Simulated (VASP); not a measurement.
HfN, 2 atoms in the cell. Symmetry: I-4m2, No. 119, tetragonal system. Conventional cell: a = 3.298 Å, b = 3.298 Å, c = 5.032 Å, α = 90.00°, β = 90.00°, γ = 90.00°. Hf (site symmetry -4m2) has 4 N at 2.07 Å within 2.7 Å. Within 2.7 Å of N (site symmetry -4m2) lie 4 Hf at 2.07 Å.  This cell differs from its parent crystal: strain -0.050 along x and y, +0.025 along z.

| Property | Result |
| --- | --- |
| Program | VASP 6.6.1 |
| Task | single point |
| Functional | PBEsol |
| Potentials or basis | VASP PAW PBE potentials, release 64 (Hf_pv, N) |
| Cutoff | 520 eV |
| k mesh | 16 × 16 × 16 |
| Occupations | gaussian, width 0.15 eV |
| Spin | no spin polarisation |
| Dipole correction | no |
| Further INCAR settings | ALGO = Normal; EDIFF = 1e-06; NBANDS = 14 |

Potentials or basis: VASP PAW PBE potentials, release 64 (Hf_pv, N).

Launch:

```sh
$ cat potpaw_PBE.64/Hf_pv/POTCAR potpaw_PBE.64/N/POTCAR > POTCAR
$ mpirun -np 1 vasp_std > vasp.out
```

Hardware: 1 thread of AMD EPYC 7R43 64-Core Processor (Zen 3), on a shared host.

Task: How long does it take, and how much memory?

Result: Wall time 3.3 min on 1 thread of AMD EPYC 7R43 64-Core Processor (Zen 3), on a shared host, peak memory 0.23 GiB. Counts: scf iterations 13, k points 349.
